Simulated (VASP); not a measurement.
Al3InAs4, 8 atoms in the cell. It takes space group P-4m2 (No. 115, tetragonal). The conventional cell has a = 4.142 Å, b = 4.142 Å, c = 11.579 Å, α = 90.00°, β = 90.00°, γ = 90.00°. Within 3.3 Å of Al (site symmetry 2mm) lie 4 As at 2.48 to 2.50 Å. Within 3.3 Å of Al (site symmetry -4m2) lie 4 As at 2.50 Å. In (site symmetry -4m2) has 4 As at 2.64 Å within 3.5 Å. As (site symmetry 2mm) has 2 Al at 2.48 Å and 2 In at 2.64 Å within 3.3 Å. As (site symmetry 2mm) has 4 Al at 2.50 Å within 3.3 Å. 

```yaml
Program: VASP 6.6.1
Task: single point
Functional: PBE
Potentials_or_basis: VASP PAW PBE potentials, release 64 (Al, In_d, As)
Cutoff: 520 eV
k_mesh: 4 × 4 × 2
Occupations: gaussian, width 0.1 eV
Spin: no spin polarisation
Dipole_correction: no
Further_INCAR_settings: ALGO = Normal; EDIFF = 1e-06; NBANDS = 31
```

Potentials or basis: VASP PAW PBE potentials, release 64 (Al, In_d, As).

Command:

```bash
$ cat potpaw_PBE.64/Al/POTCAR potpaw_PBE.64/In_d/POTCAR potpaw_PBE.64/As/POTCAR > POTCAR
$ mpirun -np 1 vasp_std > vasp.out
```

Hardware: 1 thread of AMD EPYC 9R45 96-Core Processor (Zen 5), on a shared host.

Problem. How long does it take, and how much memory?

Solution. Wall time 37 s on 1 thread of AMD EPYC 9R45 96-Core Processor (Zen 5), with other jobs on the host, peak memory 0.28 GiB. Counts: scf iterations 14, k points 12.
